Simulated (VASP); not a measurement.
# ZrInS3 (Pm-3m) in VASP: a series of runs, part 2 of 2

VASP 6.6.1. The steps go on from the part before.

### 3 Single point, PBE

This run uses another cell than the first one, of 27.94 Å³/atom.

INCAR reads:

```
PREC = Accurate
ENCUT = 520
EDIFF = 1E-7
ISMEAR = 0
SIGMA = 0.1
LREAL = False
LASPH = True
NELM = 80
ALGO = Normal
ISIF = 2
LWAVE = False
LCHARG = False
GGA = PE
NBANDS = 30
```

KPOINTS reads:

```
Automatic mesh
0
Gamma
  4 4 4
```

POSCAR reads:

```
ZrInS3
1.0
    5.1885244900      0.0000000000      0.0000000000
    0.0000000000      5.1885244900      0.0000000000
    0.0000000000      0.0000000000      5.1885244900
Zr In S
1 1 3
Direct
    0.5000000000      0.5000000000      0.5000000000
    0.0000000000      0.0000000000      0.0000000000
    0.5000000000      0.0000000000      0.0000000000
    0.0000000000      0.5000000000      0.0000000000
    0.0000000000      0.0000000000      0.5000000000
```

Potentials or basis: VASP PAW PBE potentials, release 64 (Zr_sv, In_d, S).

Run with:

```sh
$ cat potpaw_PBE.64/Zr_sv/POTCAR potpaw_PBE.64/In_d/POTCAR potpaw_PBE.64/S/POTCAR > POTCAR
$ mpirun -np 1 vasp_std > vasp.out
```

OUTCAR:

```text
PREC = Accurate
   ENCUT = 520
   EDIFF = 1E-7
   ISMEAR = 0
   LREAL = False
   LASPH = True
   NELM = 80
   ISIF = 2
   GGA = PE

 ion  position               nearest neighbor table
   1  0.500  0.500  0.500-
   2  0.000  0.000  0.000-   3 2.59   4 2.59   5 2.59   5 2.59   4 2.59   3 2.59
   3  0.500  0.000  0.000-   2 2.59   2 2.59
   4  0.000  0.500  0.000-   2 2.59   2 2.59
   5  0.000  0.000  0.500-   2 2.59   2 2.59

  LATTYP: Found a simple cubic cell.
 ALAT       =     5.1885244900

  Lattice vectors:

 A1 = (   5.1885244900,   0.0000000000,   0.0000000000)
 A2 = (   0.0000000000,   5.1885244900,   0.0000000000)
 A3 = (   0.0000000000,   0.0000000000,   5.1885244900)

Analysis of symmetry for initial positions (statically):
=====================================================================
 Subroutine PRICEL returns:
 Original cell was already a primitive cell.

 Routine SETGRP: Setting up the symmetry group for a
 simple cubic supercell.

 Subroutine GETGRP returns: Found 48 space group operations
 (whereof 48 operations were pure point group operations)
 out of a pool of 48 trial point group operations.

The static configuration has the point symmetry O_h .

Analysis of symmetry for dynamics (positions and initial velocities):
=====================================================================
 Subroutine PRICEL returns:
 Original cell was already a primitive cell.

 Routine SETGRP: Setting up the symmetry group for a
 simple cubic supercell.

 Subroutine GETGRP returns: Found 48 space group operations
 (whereof 48 operations were pure point group operations)
 out of a pool of 48 trial point group operations.

The dynamic configuration has the point symmetry O_h .

 Subroutine INISYM returns: Found 48 space group operations
 (whereof 48 operations are pure point group operations),
 and found     1 'primitive' translations

----------------------------------------------------------------------------------------

                                     Primitive cell

  volume of cell :     139.6792

  direct lattice vectors                    reciprocal lattice vectors
     5.188524490  0.000000000  0.000000000     0.192733021  0.000000000  0.000000000
     0.000000000  5.188524490  0.000000000     0.000000000  0.192733021  0.000000000
     0.000000000  0.000000000  5.188524490     0.000000000  0.000000000  0.192733021

  length of vectors
     5.188524490  5.188524490  5.188524490     0.192733021  0.192733021  0.192733021

  position of ions in fractional coordinates (direct lattice)
     0.500000000  0.500000000  0.500000000
     0.000000000  0.000000000  0.000000000
     0.500000000  0.000000000  0.000000000
     0.000000000  0.500000000  0.000000000
     0.000000000  0.000000000  0.500000000

  ion indices of the primitive-cell ions
   primitive index   ion index
                 1           1
                 2           2
                 3           3
                 4           4
                 5           5

----------------------------------------------------------------------------------------

 KPOINTS: Automatic mesh
[... 22 lines left out ...]

 Following reciprocal coordinates:
            Coordinates               Weight
  0.000000  0.000000  0.000000      1.000000
  0.250000  0.000000  0.000000      6.000000
  0.500000  0.000000  0.000000      3.000000
  0.250000  0.250000  0.000000     12.000000
  0.500000  0.250000  0.000000     12.000000
  0.500000  0.500000  0.000000      3.000000
  0.250000  0.250000  0.250000      8.000000
  0.500000  0.250000  0.250000     12.000000
  0.500000  0.500000  0.250000      6.000000
  0.500000  0.500000  0.500000      1.000000
   k-points           NKPTS =     10   k-points in BZ     NKDIM =     10   number of bands    NBANDS=     30
   number of dos      NEDOS =    301   number of ions     NIONS =      5
   total plane-waves  NPLWV =  64000
   dimension x,y,z NGX =    40 NGY =   40 NGZ =   40
   dimension x,y,z NGXF=    80 NGYF=   80 NGZF=   80
   ions per type =               1   1   3
   NGX,Y,Z   is equivalent  to a cutoff of  12.82, 12.82, 12.82 a.u.
   NGXF,Y,Z  is equivalent  to a cutoff of  25.63, 25.63, 25.63 a.u.
 SYSTEM =  unknown system
   PREC   = accura    normal or accurate (medium, high low for compatibility)
   ISTART =      0    job   : 0-new  1-cont  2-samecut
   ICHARG =      2    charge: 1-file 2-atom 10-const
   ISPIN  =      1    spin polarized calculation?
   LNONCOLLINEAR =      F non collinear calculations
   LSORBIT =      F    spin-orbit coupling
   LASPH  =      T    aspherical Exc in radial PAW
   ENCUT  =  520.0 eV  38.22 Ry    6.18 a.u.   9.65  9.65  9.65*2*pi/ulx,y,z
   NELM   =     80;   NELMIN=  2; NELMDL= -5     # of ELM steps
   EDIFF  = 0.1E-06   stopping-criterion for ELM
   LREAL  =      F    real-space projection
   EDIFFG = 0.1E-05   stopping-criterion for IOM
   NSW    =      0    number of steps for IOM
   IBRION =     -1    ionic relax: 0-MD 1-quasi-New 2-CG
   NFREE  =      0    steps in history (QN), initial steepest desc. (CG)
   ISIF   =      2    stress and relaxation
   ISYM   =      2    0-nonsym 1-usesym 2-fastsym
   POTIM  = 0.5000    time-step for ionic-motion
   TEBEG  =    0.0;   TEEND  =   0.0 temperature during run
   PSTRESS=    0.0 pullay stress
   NELECT =      43.0000    total number of electrons
   NUPDOWN=      -1.0000    fix difference up-down
   EMIN   =  10.00;   EMAX   =-10.00  energy-range for DOS
   EFERMI =   0.00;   METHOD = LEGACY
   ISMEAR =     0;   SIGMA  =   0.10  broadening in eV -4-tet -1-fermi 0-gaus
   EFERMI_NEDOS =   21; number of points for ismear=-14 and -15
   IALGO  =     38    algorithm
   IMIX   =      4    mixing-type and parameters
     AMIX     =   0.40;   BMIX     =  1.00
     AMIX_MAG =   1.60;   BMIX_MAG =  1.00
  volume/ion in A,a.u.               =      27.94       188.52
  Fermi-wavevector in a.u.,A,eV,Ry     =   1.105403  2.088908 16.625159  1.221915
  Thomas-Fermi vector in A             =   2.241889
   LORBIT       =      0    0 simple, 1 ext, 2 COOP (PROOUT), +10 PAW based schemes
   GGA     = PE    functional components
   LHFCALC =     F    Hartree Fock is set to
   AEXX    =    0.0000 exact exchange contribution
   IVDW    =     0    specifies the selected vdW correction
   LEPSILON=     F    determine dielectric tensor
   LRPA    =     F    only Hartree local field effects (RPA)
 non-spin polarized calculation
 Gauss-broadening in eV      SIGMA  =   0.10
  energy-cutoff  :      520.00
  volume of cell :      139.68
 maximum number of plane-waves:      3840
 NGX is ok and might be reduce to    40
   NGX = 19   NGY = 19   NGZ = 19

 number of electron      42.9999993 magnetization

 Free energy of the ion-electron system (eV)
  ---------------------------------------------------
  ext. energy  EPLUGINS =         0.00000000
  ---------------------------------------------------
  free energy    TOTEN  =       -21.81752854 eV

  energy without entropy =      -21.77125844  energy(sigma->0) =      -21.79439349

 E-fermi :   4.1171     XC(G=0):  -8.9912

 val. band max:        4.0991698308   @ k =   0.2500   0.0000   0.0000
 cond. band min:       4.1187449288   @ k =   0.5000   0.0000   0.0000
 fundamental gap:      0.0195750980
 Fermi energy:         4.1171460360

 k-point     1 :       0.0000    0.0000    0.0000
  band No.  band energies     occupation
      1     -47.3828      2.00000
      2     -25.2601      2.00000
      3     -25.2601      2.00000
      4     -25.2601      2.00000
      5     -10.5407      2.00000
      6     -10.5407      2.00000
[... 319 lines left out ...]
     29       8.0579      0.00000
     30       8.0579      0.00000

------------------------ aborting loop because EDIFF is reached ----------------------------------------

  FORCE on cell =-STRESS in cart. coord.  units (eV):
  Direction    XX          YY          ZZ          XY          YZ          ZX
  --------------------------------------------------------------------------------------
  -------------------------------------------------------------------------------------
  Total       -7.4637302     -7.4637302     -7.4637302     -0.0000000      0.0000000     -0.0000000
  in kB      -85.6120504    -85.6120504    -85.6120504     -0.0000000      0.0000000     -0.0000000
  external PRESSURE =     -85.6120504 kB  Pullay stress =       0.0000000 kB

 VOLUME and BASIS-vectors are now :
 -----------------------------------------------------------------------------
  energy-cutoff  :      520.00
  volume of cell :      139.68
      direct lattice vectors                 reciprocal lattice vectors
     5.188524490  0.000000000  0.000000000     0.192733021  0.000000000  0.000000000
     0.000000000  5.188524490  0.000000000     0.000000000  0.192733021  0.000000000
     0.000000000  0.000000000  5.188524490     0.000000000  0.000000000  0.192733021

 POSITION                                       TOTAL-FORCE (eV/Angst)
 -----------------------------------------------------------------------------------
      2.59426      2.59426      2.59426         0.000000      0.000000      0.000000
      0.00000      0.00000      0.00000         0.000000      0.000000      0.000000
      2.59426      0.00000      0.00000         0.000000      0.000000      0.000000
      0.00000      2.59426      0.00000         0.000000      0.000000      0.000000
      0.00000      0.00000      2.59426         0.000000      0.000000      0.000000
 -----------------------------------------------------------------------------------
    total drift:                                0.000000      0.000000     -0.000000

  FREE ENERGIE OF THE ION-ELECTRON SYSTEM (eV)
  ---------------------------------------------------
  free  energy   TOTEN  =       -21.8175285392 eV

  energy  without entropy=      -21.7712584435  energy(sigma->0) =      -21.79439349
```

OSZICAR:

```text
N       E                     dE             d eps       ncg     rms          rms(c)
DAV:   1     0.397827383889E+03    0.39783E+03   -0.19115E+04   600   0.138E+03
DAV:   2     0.240212276724E+02   -0.37381E+03   -0.35642E+03   632   0.370E+02
DAV:   3    -0.258881073047E+02   -0.49909E+02   -0.48636E+02   924   0.129E+02
[... 12 lines left out ...]
DAV:  16    -0.218175289624E+02    0.18638E-04   -0.57902E-05   746   0.224E-02    0.606E-03
DAV:  17    -0.218175295204E+02   -0.55793E-06   -0.17861E-06   630   0.594E-03    0.595E-03
DAV:  18    -0.218175286756E+02    0.84476E-06   -0.53745E-06   692   0.661E-03    0.192E-03
DAV:  19    -0.218175285563E+02    0.11934E-06   -0.56680E-07   548   0.258E-03    0.120E-03
DAV:  20    -0.218175285392E+02    0.17105E-07   -0.41813E-08   414   0.927E-04
   1 F= -.21817529E+02 E0= -.21794393E+02  d E =-.462701E-01
```

stdout:

```text
POSCAR found type information on POSCAR ZrInS
 POSCAR found :  3 types and       5 ions
 scaLAPACK will be used
 LDA part: xc-table for (Slater+PW92), standard interpolation
 POSCAR, INCAR and KPOINTS ok, starting setup
 FFT: planning ... GRIDC
 FFT: planning ... GRID_SOFT
 FFT: planning ... GRID
 WAVECAR not read
 entering main loop
```

Wall time 25 s (1 thread of Intel Xeon 6975P-C (Granite Rapids), shared host); peak memory 0.25 GiB.

What came out:

| Property | Result |
| --- | --- |
| Free energy | -21.8175 eV |
| Pressure | -8.6 GPa |
| Band gap on the k mesh | zero (an odd number of electrons rules out a gap without spin polarisation) |

Caveat: the cell stands under tension; spin-orbit coupling is left out, which moves the levels of the heavy elements; an odd number of electrons without spin polarisation forces a metal; a magnetic or distorted state may lie lower.

The gap in the log of VASP goes by the Fermi energy; the results here count the filled bands.